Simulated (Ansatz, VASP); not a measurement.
# As2Se: VASP beside Ansatz

```
CELL_PARAMETERS angstrom
-3.66316 3.66316 2.34706
3.66316 -3.66316 2.34706
3.66316 3.66316 -2.34706
ATOMIC_POSITIONS crystal
As 0.87500 0.12500 0.75000
As 0.37500 0.12500 0.25000
As 0.87500 0.62500 0.75000
As 0.87500 0.12500 0.25000
Se 0.50000 0.50000 0.00000
Se 0.25000 0.75000 0.50000
```

Alike in both runs: task single point; functional PBEsol; k mesh 12 × 12 × 12; occupations gaussian, width 0.15 eV; no spin polarisation.

```csv
,VASP,Ansatz
version,VASP 6.6.1,Ansatz 0.2.0
potentials or method,"VASP PAW PBE potentials, release 64 (As, Se), cutoff 520 eV","scalar-relativistic, plane waves, PAW"
valence electrons in the cell,32,92
```

|  | VASP | Ansatz | Ansatz less VASP |
| --- | --- | --- | --- |
| gap on the k mesh at the Fermi level (eV) | none | none | - |
| pressure (GPa) | 3.6 | 3.4 | -0.28 |
| traceless stress, the component that is largest in VASP (GPa) | 8.60 | 8.54 | -0.059 |

VASP's potentials were made for PBE, not for PBEsol. A gap of «none» marks a metal or a gap that the smearing closes. VASP's potentials hold 32 valence electrons a cell and Ansatz's 92, so a difference there can come from the potentials and not from the codes.
